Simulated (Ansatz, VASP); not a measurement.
**Two plane-wave programs on TiH5**

The input INCAR:

```
SYSTEM = TiH5
ALGO = Normal ; EDIFF = 1E-7
EDIFFG = -0.01 ; ENCUT = 600
GGA = PE ; IBRION = 2
ISIF = 3 ; ISMEAR = 0
LASPH = .TRUE. ; LCHARG = .FALSE.
LREAL = .FALSE. ; LWAVE = .FALSE.
NELM = 80 ; NSW = 100
PREC = Accurate ; SIGMA = 0.1
```

File KPOINTS:

```
k-points
0
G
  12 12 12
  0 0 0
```

POSCAR

```
TiH5
1.0
    3.3263541005      0.0000000000      0.0000000000
   -1.6631770502      2.8807071530      0.0000000000
    0.0000000000      0.0000000000      2.9836815639
Ti H
1 5
Direct
    0.0000000000      0.0000000000      0.0000000000
    0.3333333333      0.6666666667      0.0000000000
    0.6666666667      0.3333333333      0.0000000000
    0.5000000000      0.0000000000      0.5000000000
    0.5000000000      0.5000000000      0.5000000000
    0.0000000000      0.5000000000      0.5000000000
```

Input for Ansatz:

```yaml
crystal:
  lattice:
    - [3.3263541005, 0.0, 0.0]
    - [-1.6631770502, 2.880707153, 0.0]
    - [0.0, 0.0, 2.9836815639]
  atoms:
    - { symbol: Ti, position: [0.0, 0.0, 0.0] }
    - { symbol: H, position: [0.3333333333, 0.6666666667, 0.0] }
    - { symbol: H, position: [0.6666666667, 0.3333333333, 0.0] }
    - { symbol: H, position: [0.5, 0.0, 0.5] }
    - { symbol: H, position: [0.5, 0.5, 0.5] }
    - { symbol: H, position: [0.0, 0.5, 0.5] }
basis:
  ecutwfc: 420
kpoints:
  mp_grid: { grid: [12, 12, 12] }
hamiltonian:
  xc: pbe
scf:
  occupations: { method: gaussian, width: 0.1 }
output:
  forces: true
  stress: true
  eigenvalues: true
relax:
  adjacent_minimum: "off"
  f_tol: 0.01
  max_steps: 80
  cell: { stress_tol: 0.05 }
```

Change from the starting cell: species swapped into the CeIr5 type (P6/mmm, No. 191).

Alike in both runs: task relaxation of cell and atoms; functional PBE; k mesh 12 × 12 × 12; occupations gaussian, width 0.1 eV; no spin polarisation.

```csv
,VASP,Ansatz
version,VASP 6.6.1,Ansatz 0.2.0
potentials or method,"VASP PAW PBE potentials, release 64 (Ti_sv, H), cutoff 600 eV","scalar-relativistic, plane waves, PAW"
valence electrons in the cell,17,17
```

```tsv
	VASP	Ansatz	Ansatz less VASP
gap on the k mesh at the Fermi level, each at its own relaxed structure (eV)	none	none	-
relaxed volume (Å³/atom)	4.75	4.75	+0.001
relaxed length of the cell vector where the two differ most in proportion (Å)	2.924	2.925	+0.0010
```

A gap of «none» marks a metal or a gap that the smearing closes.
